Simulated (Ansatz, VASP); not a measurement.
**CsCl in VASP and in Ansatz**

File INCAR:

```
PREC = Accurate ; ENCUT = 500
EDIFF = 1E-6 ; ISMEAR = -1
SIGMA = 0.02 ; LREAL = F
LASPH = T ; NELM = 120
ALGO = Normal ; ISIF = 2
LWAVE = F ; LCHARG = T
GGA = PE ; LELF = T
LVHAR = T ; NBANDS = 15
GGA_COMPAT = F
```

File KPOINTS:

```
regular mesh
0
Gamma
  6 6 6
```

Contents of POSCAR:

```
CsCl
1.0
    4.0971191843      0.0000000000      0.0000000000
    0.0000000000      4.1368327790      0.0000000000
    0.0000000000      0.0000000000      4.1368327790
Cs Cl
1 1
Direct
    0.0000000000      0.0000000000      0.0000000000
    0.5000000000      0.5000000000      0.5000000000
```

Input for Ansatz:

```yaml
crystal:
  lattice:
    - [4.0971191843, 0.0, 0.0]
    - [0.0, 4.136832779, 0.0]
    - [0.0, 0.0, 4.136832779]
  atoms:
    - { symbol: Cs, position: [0.0, 0.0, 0.0] }
    - { symbol: Cl, position: [0.5, 0.5, 0.5] }
kpoints:
  mp_grid: { grid: [6, 6, 6] }
  band_path:
    path: [[0.0, 0.0, 0.0], [0.0, 0.5, 0.0], [0.5, 0.5, 0.0], [0.5, 0.5, 0.5]]
    npoints: 1
hamiltonian:
  xc: pbe
scf:
  occupations: { method: fermi_dirac, width: 0.02 }
  n_extra_bands: 4
output:
  forces: true
  stress: true
  eigenvalues: true
```

Change from the starting cell: uniaxial_x strain -1.0%.

Alike in both runs: task single point; functional PBE; k mesh 6 × 6 × 6; occupations fermi-dirac, width 0.02 eV; no spin polarisation.

```csv
,VASP,Ansatz
version,VASP 6.6.1,Ansatz 0.2.0
potentials or method,"VASP PAW PBE potentials, release 64 (Cs_sv, Cl)","plane waves, PAW"
plane-wave cutoff (eV),500,420
valence electrons in the cell,16,16
```

```csv
,VASP,Ansatz,Ansatz less VASP
gap on the k mesh at the Fermi level (eV),5.24,5.25,+0.012
pressure (GPa),1.0,1.0,-0.02
"traceless stress, the component that is largest in VASP (GPa)",0.18,0.18,-0.001
```

Spin-orbit coupling is off throughout.
